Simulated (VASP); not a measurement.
A run of VASP 6.6.1 is set up as follows.

INCAR

```
SYSTEM = NbTe4Mo
  PREC = Accurate
  ENCUT = 520
  EDIFF = 1E-6
  ISMEAR = 0
  SIGMA = 0.1
  LREAL = .FALSE.
  LASPH = .TRUE.
  NELM = 100
  ALGO = Normal
  ISIF = 2
  LWAVE = .FALSE.
  LCHARG = .FALSE.
  GGA = PE
  NBANDS = 34
```

KPOINTS

```
Automatic mesh
0
G
  12 12 4
  0 0 0
```

File POSCAR:

```
NbTe4Mo
1.0
    3.6233800762      0.0000000000      0.0000000000
   -1.8116900381      3.1379391936      0.0000000000
    0.0000000000      0.0000000000     14.7358980545
Nb Te Mo
1 4 1
Direct
    0.6666666667      0.3333333333      0.5000000000
    0.3333333333      0.6666666667      0.3732772355
    0.6666666667      0.3333333333      0.8789822314
    0.3333333333      0.6666666667      0.6267227645
    0.6666666667      0.3333333333      0.1210177686
    0.3333333333      0.6666666667      0.0000000000
```

Potentials or basis: VASP PAW PBE potentials, release 64 (Nb_sv, Te, Mo_sv).

Command:

```console
$ cat potpaw_PBE.64/Nb_sv/POTCAR potpaw_PBE.64/Te/POTCAR potpaw_PBE.64/Mo_sv/POTCAR > POTCAR
$ mpirun -np 1 vasp_std > vasp.out
```

Task: Estimate the pressure.

Result: 0.0 GPa.

Task: Predict the largest force.

Result: 0.013 eV/Å.

Forces on the atoms (eV/Å):
```
Nb   0.000  0.000  0.000
Te   0.000  0.000  0.007
Te   0.000  0.000 -0.013
Te   0.000  0.000 -0.007
Te   0.000  0.000  0.013
Mo   0.000  0.000  0.000
```

Caveat: this functional lacks dispersion, which binds the layers, so the pressure and a relaxed spacing across them are unreliable.
